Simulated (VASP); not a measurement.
Wanted: the native input for a VASP 6.6.1 run.

* Task: single point
* Functional: PBEsol
* Potentials or basis: VASP PAW PBE potentials, release 64 (Cu, Au)
* Cutoff: 520 eV
* k mesh: 11 × 11 × 8
* Occupations: fermi-dirac, width 0.05 eV
* Spin: no spin polarisation
* Dipole correction: no
* Further INCAR settings: ALGO = Normal; EDIFF = 1e-07; NBANDS = 18

The structure of CuAu lies in POSCAR:

```
CuAu
1.0
    2.8507024026      0.0000000000      0.0000000000
    0.0000000000      2.8507024026      0.0000000000
    0.0000000000      0.0000000000      3.5816088600
Cu Au
1 1
Direct
    0.4400000000      0.4400000000      0.4400000000
    0.0600000000      0.0600000000      0.0600000000
```

This cell differs from its parent crystal: shortest bond scaled by 0.76.

One way to write it, as run:

INCAR

```
SYSTEM = CuAu
ALGO     = Normal         ! electronic algorithm
EDIFF    = 1E-7           ! SCF threshold, eV
ENCUT    = 520            ! plane-wave cutoff, eV
GGA      = PS             ! functional
ISIF     = 2              ! what is computed and relaxed
ISMEAR   = -1             ! smearing method
LASPH    = .True.         ! aspherical terms in the spheres
LCHARG   = .False.        ! write CHGCAR
LREAL    = .False.        ! projectors in reciprocal space
LWAVE    = .False.        ! write WAVECAR
NBANDS   = 18             ! bands
NELM     = 100            ! most SCF steps
PREC     = Accurate       ! precision mode
SIGMA    = 0.05           ! smearing width, eV
```

KPOINTS

```
k-points
0
Gamma
  11 11 8
  0 0 0
```

Potentials or basis: VASP PAW PBE potentials, release 64 (Cu, Au).

Run with:

```bash
$ cat potpaw_PBE.64/Cu/POTCAR potpaw_PBE.64/Au/POTCAR > POTCAR
$ mpirun -np 1 vasp_std > vasp.out
```

It gave:

- Pressure: 32.1 GPa
- Largest force: 8.847 eV/Å
- Band gap on the k mesh: zero (bands 11 and 12 overlap by 4.74 eV)

Caveat: the cell differs from its parent crystal (shortest bond scaled by 0.76); the cell stands under pressure; the PAW data sets were made with another functional, which shifts forces and pressure a little; spin-orbit coupling is left out, which moves the levels of the heavy elements.

Run time: 43 s on 1 thread of Intel(R) Xeon(R) 6975P-C (Granite Rapids) (shared host), peak memory 0.26 GiB.
